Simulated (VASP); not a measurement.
## InP: single point with PBEsol

The system is InP.

```xyz
2
Lattice="0.0000 2.7688 2.7688 2.7688 0.0000 2.7688 2.7688 2.7688 0.0000" Properties=species:S:1:pos:R:3 pbc="T T T"
In    0.0000    0.0000    0.0000
P     2.7688    2.7688    2.7688
```

- Program: VASP 6.6.1
- Task: single point
- Functional: PBEsol
- Potentials or basis: VASP PAW PBE potentials, release 64 (In_d, P)
- Cutoff: 520 eV
- k mesh: 14 × 14 × 14
- Occupations: gaussian, width 0.05 eV
- Spin: no spin polarisation

```
Pressure               : -3.2 GPa
Band gap on the k mesh : zero (band 9 reaches 7.25 eV, above the bottom of band 10 at 4.58 eV)
```

Levels at points of the mesh, in eV from the Fermi level:
```csv
k point,band 6,band 7,band 8,band 9,band 10,band 11,band 12,band 13
"(0.00, 0.00, 0.00)",-11.98,-0.23,-0.23,-0.23,0.52,7.11,7.11,7.11
"(0.50, 0.00, 0.00)",-9.88,-6.63,0.21,0.21,2.45,3.40,3.40,5.20
"(0.50, 0.50, 0.00)",-8.76,-4.94,-2.51,-2.30,-2.30,3.80,9.86,9.86
```

It took 59 s on 1 thread of Intel(R) Xeon(R) Platinum 8559C (Emerald Rapids) (shared host), peak memory 0.21 GiB.

Caveat: the PAW data sets were made with another functional, which shifts forces and pressure a little; spin-orbit coupling is left out, which moves the levels of the heavy elements.
